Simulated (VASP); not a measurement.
Input of a VASP 6.6.1 run:

Contents of INCAR:

```
PREC = Accurate ; ENCUT = 520
EDIFF = 1E-7 ; ISMEAR = -1
SIGMA = 0.1 ; LREAL = False
LASPH = True ; NELM = 100
ALGO = Normal ; ISIF = 2
LWAVE = False ; LCHARG = False
GGA = B5 ; ALDAX = 1.0
AGGAX = 1.0 ; AGGAC = 1.0
ALDAC = 0.0 ; NBANDS = 22
```

KPOINTS

```
Automatic mesh
0
Gamma
  10 10 14
```

The input POSCAR:

```
Ni
1.0
    4.1149188932      0.0000000000      0.0000000000
   -2.0574594466      3.5636242960      0.0000000000
    0.0000000000      0.0000000000      2.4755869522
Ni
3
Direct
    0.0000000000      1.0000000000      1.0000000000
    0.3333333333      0.6666666667      0.5000000000
    0.6666666667      0.3333333333      0.5000000000
```

Potentials or basis: VASP PAW PBE potentials, release 64 (Ni).

Run with:

```bash
$ cat potpaw_PBE.64/Ni/POTCAR > POTCAR
$ mpirun -np 1 vasp_std > vasp.out
```

**Question.** What does it give for the band gap on the k mesh?

**Answer.** Zero (band 15 reaches 8.62 eV, above the bottom of band 16 at 8.06 eV).

**Question.** What does it give for the pressure?

**Answer.** -5.6 GPa.

Stress tensor (GPa, compression positive):
```
-5.63  0.00  0.00
 0.00 -5.63  0.00
 0.00  0.00 -5.47
```

Caveat: the PAW data sets were made with another functional, which shifts forces and pressure a little; the run has no spin polarisation, though such a crystal can be magnetic. Spin polarisation is off, so any magnetic state and its effect on volume and gap are missing.
